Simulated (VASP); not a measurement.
Set up this calculation in VASP 6.6.1, as the native input.

```
Task                   : single point
Functional             : LDA
Potentials or basis    : VASP PAW LDA potentials, release 64 (P)
Cutoff                 : 520 eV
k mesh                 : 8 × 1 × 6
Occupations            : fermi-dirac, width 0.05 eV
Spin                   : no spin polarisation
Dipole correction      : no
Further INCAR settings : ALGO = Normal; EDIFF = 1e-06; NBANDS = 18
```

The structure of P lies in POSCAR:

```
P
1.0
    3.3269396191      0.0000000000      0.0000000000
    0.0000000000     35.3157287368      0.0000000000
    0.0000000000      0.0000000000      4.6930401832
P
4
Direct
    0.5000000000      0.9702614300      0.9078492800
    0.5000000000      0.0297385700      0.0921507200
    0.0000000000      0.0297385700      0.4078492800
    0.0000000000      0.9702614300      0.5921507200
```

These files were run (other wordings do the same):

INCAR

```
PREC = Accurate
ENCUT = 520
EDIFF = 1E-6
ISMEAR = -1
SIGMA = 0.05
LREAL = False
LASPH = True
NELM = 80
ALGO = Normal
ISIF = 2
LWAVE = False
LCHARG = True
GGA = CA
LELF = True
LVHAR = True
NBANDS = 18
```

KPOINTS

```
Automatic mesh
0
Gamma
  8 1 6
```

Potentials or basis: VASP PAW LDA potentials, release 64 (P).

Run with:

```bash
$ cat potpaw_LDA.64/P/POTCAR > POTCAR
$ mpirun -np 1 vasp_std > vasp.out
```

Results of the run:

```yaml
Largest_force: 0.309 eV/Å
Band_gap_on_the_k_mesh: 0.88 eV
```

Caveat: there is no dipole correction, which matters where the two faces differ.

Run time: 3.8 min on 1 thread of Intel(R) Xeon(R) Platinum 8488C (Sapphire Rapids), on a shared host, peak memory 0.49 GiB.
